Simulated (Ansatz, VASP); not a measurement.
# Tl: VASP beside Ansatz

```
Tl
1.0
    -1.84395    1.84395    1.94100
     1.84395   -1.84395    1.94100
     1.84395    1.84395   -1.94100
Tl
1
Direct
  0.00000 0.00000 0.00000
```

Change from the starting cell: strain -0.050 along x and y, +0.000 along z, atoms carried along.

Alike in both runs: task single point; functional PBE; dispersion D3(BJ); k mesh 18 × 18 × 18; occupations gaussian, width 0.15 eV; no spin polarisation.

```csv
,VASP,Ansatz
version,VASP 6.6.1,Ansatz 0.2.0
potentials or method,"VASP PAW PBE potentials, release 64 (Tl_d), cutoff 520 eV","scalar-relativistic, plane waves, PAW"
valence electrons in the cell,13,13
```

Ansatz gave:

* gap on the k mesh at the Fermi level (eV): none
* pressure (GPa): 5.0
* traceless stress, the component that is largest in VASP (GPa): -0.50

Task: What did VASP give for the same quantities?

Result: gap on the k mesh at the Fermi level (eV): none; pressure (GPa): 4.9; traceless stress, the component that is largest in VASP (GPa): -0.50.

A gap of «none» marks a metal or a gap that the smearing closes.

Spin-orbit coupling is off throughout.
